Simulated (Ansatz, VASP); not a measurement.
# GaN in VASP and in Ansatz

```
Ga N
1.0
     3.18169    0.00000    0.00000
    -1.59085    2.75543    0.00000
     0.00000    0.00000   10.37729
Ga N
4 4
Direct
  0.00000 0.00000 0.99964
  0.33333 0.66667 0.24993
  0.00000 0.00000 0.49964
  0.66667 0.33333 0.74993
  0.00000 0.00000 0.18764
  0.33333 0.66667 0.43779
  0.00000 0.00000 0.68764
  0.66667 0.33333 0.93779
```

Alike in both runs: task single point; functional LDA; k mesh 12 × 12 × 4; no spin polarisation.

|  | VASP | Ansatz |
| --- | --- | --- |
| version | VASP 6.6.1 | Ansatz 0.2.0 |
| potentials or method | VASP PAW LDA potentials, release 64 (Ga_d, N) | plane waves, PAW |
| plane-wave cutoff (eV) | 520 | 420 |
| occupations | gaussian, width 0.01 eV | fixed |
| valence electrons in the cell | 72 | 72 |

|  | VASP | Ansatz | Ansatz less VASP |
| --- | --- | --- | --- |
| gap on the k mesh at the Fermi level (eV) | 1.87 | 1.85 | -0.016 |
| pressure (GPa) | -4.4 | -5.4 | -0.99 |
| traceless stress, the component that is largest in VASP (GPa) | 0.09 | 0.09 | +0.007 |
| rms of the force components (eV/Å) | 0.004 | 0.003 | -0.0003 |

LDA's correlation is that of Perdew and Zunger in VASP and of Perdew and Wang (1992) in Ansatz. Atom by atom the forces differ by 0.000 eV/Å (rms over components).
